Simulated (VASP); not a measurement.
Wanted: the native input for a VASP 6.6.1 run.

* Task: single point
* Functional: PBE
* Potentials or basis: VASP PAW PBE potentials, release 64 (Mg, Sn_d, O)
* Cutoff: 520 eV
* k mesh: 8 × 8 × 4
* Occupations: gaussian, width 0.02 eV
* Spin: no spin polarisation
* Dipole correction: no
* Further INCAR settings: ALGO = Normal; EDIFF = 1e-06; NBANDS = 38

The structure of MgSnO2 lies in POSCAR:

```
MgSnO2
1.0
    3.7967360860      0.0000000000      0.0000000000
    0.0000000000      3.9846724634      0.0000000000
    0.0000000000      0.0000000000      9.5585992519
Mg Sn O
2 2 4
Direct
    0.0000000000      0.0000000000      0.9759555745
    0.5000000000      0.5000000000      0.0240444255
    0.0000000000      0.0000000000      0.6208974211
    0.5000000000      0.5000000000      0.3791025789
    0.5000000000      0.0000000000      0.0431826164
    0.0000000000      0.5000000000      0.9568173836
    0.5000000000      0.0000000000      0.4950840190
    0.0000000000      0.5000000000      0.5049159810
```

One way to write it, as run:

INCAR

```
ALGO     = Normal         # electronic algorithm
EDIFF    = 1E-6           # SCF threshold, eV
ENCUT    = 520            # plane-wave cutoff, eV
GGA      = PE             # functional
ISIF     = 2              # what is computed and relaxed
ISMEAR   = 0              # smearing method
LASPH    = T              # aspherical terms in the spheres
LCHARG   = F              # write CHGCAR
LREAL    = F              # projectors in reciprocal space
LWAVE    = F              # write WAVECAR
NBANDS   = 38             # bands
NELM     = 60             # most SCF steps
PREC     = Accurate       # precision mode
SIGMA    = 0.02           # smearing width, eV
```

KPOINTS

```
k-points
0
Gamma
  8 8 4
```

Potentials or basis: VASP PAW PBE potentials, release 64 (Mg, Sn_d, O).

The run is started by

```console
$ cat potpaw_PBE.64/Mg/POTCAR potpaw_PBE.64/Sn_d/POTCAR potpaw_PBE.64/O/POTCAR > POTCAR
$ mpirun -np 1 vasp_std > vasp.out
```

Results of the run:

```
Pressure               : 0.0 GPa
Largest force          : 0.081 eV/Å
Band gap on the k mesh : 1.95 eV, indirect (least direct gap 1.98 eV)
```

Caveat: spin-orbit coupling is left out, which moves the levels of the heavy elements.

Wall time 12 min on 1 thread of Oxide Virtual Turin-like Processor (shared host), peak memory 0.44 GiB.
